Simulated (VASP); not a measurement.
Here is a VASP 6.6.1 calculation.

The input INCAR:

```
SYSTEM = Sb
PREC = Accurate
ENCUT = 400
EDIFF = 1E-6
ISMEAR = 0
SIGMA = 0.03
LREAL = .FALSE.
LASPH = .TRUE.
NELM = 120
ALGO = Normal
ISIF = 2
LWAVE = .FALSE.
LCHARG = .FALSE.
LDIPOL = .TRUE.
IDIPOL = 3
DIPOL = 0.5 0.5 0.289
GGA = RE
IVDW = 12
NBANDS = 12
GGA_COMPAT = .FALSE.
NELMDL = -8
```

KPOINTS

```
regular mesh
0
G
  12 12 1
  0 0 0
```

File POSCAR:

```
Sb
1.0
    4.0587738351      0.0000000000      0.0000000000
   -2.0293869175      3.5150012494      0.0000000000
    0.0000000000      0.0000000000     27.1000000030
Sb
2
Direct
    0.3333333333      0.6666666667      0.2580857549
    0.6666666667      0.3333333333      0.3194050200
```

Potentials or basis: VASP PAW PBE potentials, release 64 (Sb).

Launch:

```bash
$ cat potpaw_PBE.64/Sb/POTCAR > POTCAR
$ mpirun -np 1 vasp_std > vasp.out
```

(1) Predict the largest force.

(2) Predict the dispersion energy per atom.

(3) Predict the band gap on the k mesh.

Results:

(1) 0.076 eV/Å.

(2) -0.461 eV.

(3) 1.18 eV, indirect (least direct gap 1.69 eV).

Caveat: the PAW data sets were made with another functional, which shifts forces and pressure a little; spin-orbit coupling is left out, which moves the levels of the heavy elements.
